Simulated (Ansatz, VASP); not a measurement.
Given: the input of a run of VASP 6.6.1 on BaS.

The input INCAR:

```
SYSTEM = BaS
ALGO = Normal
EDIFF = 1E-7
EDIFFG = -0.02
ENCUT = 600
IBRION = 2
ISIF = 3
ISMEAR = -1
LASPH = .True.
LCHARG = .False.
LREAL = .False.
LWAVE = .False.
NELM = 60
NSW = 80
PREC = Accurate
SIGMA = 0.05
```

The input KPOINTS:

```
k-points
0
Gamma
  7 7 7
  0 0 0
```

Contents of POSCAR:

```
BaS
1.0
    0.0000000000      3.1937500000      3.1937500000
    3.1937500000      0.0000000000      3.1937500000
    3.1937500000      3.1937500000      0.0000000000
Ba S
1 1
Direct
    0.0000000000      0.0000000000      0.0000000000
    0.5000000000      0.5000000000      0.5000000000
```

Potentials or basis: VASP PAW LDA potentials, release 64 (Ba_sv, S).

Run with:

```console
$ cat potpaw_LDA.64/Ba_sv/POTCAR potpaw_LDA.64/S/POTCAR > POTCAR
$ mpirun -np 1 vasp_std > vasp.out
```

**Question.** Set up the same calculation for Ansatz 0.2.0. Potentials there: all-electron LAPW, scalar-relativistic.

**Answer.** As run (the cutoff follows the program's own potentials):

The input input.yaml:

```yaml
crystal:
  lattice:
    - [0.0, 3.19375, 3.19375]
    - [3.19375, 0.0, 3.19375]
    - [3.19375, 3.19375, 0.0]
  atoms:
    - { symbol: Ba, position: [0.0, 0.0, 0.0] }
    - { symbol: S, position: [0.5, 0.5, 0.5] }
kpoints:
  mp_grid: { grid: [7, 7, 7] }
scf:
  occupations: { method: fermi_dirac, width: 0.05 }
hamiltonian:
  xc: lda
  pseudopotentials: { kind: all_electron, lapw: { basis_error: 0.001 } }
output:
  forces: true
  stress: true
relax:
  f_tol: 0.02
  max_steps: 60
  cell: {}
```

Potentials or basis: all-electron LAPW, scalar-relativistic.

Launch:

```sh
$ ansatz run input.yaml --threads 1 --pin off --max-ram 3072MiB --backend cpu --events-out ev --progress --plain --runs-dir out
```

Both were run:

|  | VASP | Ansatz | Ansatz less VASP |
| --- | --- | --- | --- |
| relaxed volume (Å³/atom) | 31.31 | 30.83 | -0.472 |
| relaxed cell length with the largest relative difference (Å) | 4.457 | 4.435 | -0.0225 |

LDA's correlation is that of Perdew and Zunger in VASP and of Perdew and Wang (1992) in Ansatz. Ansatz ran all-electron here, and VASP with PAW potentials.

Spin-orbit coupling is off throughout.
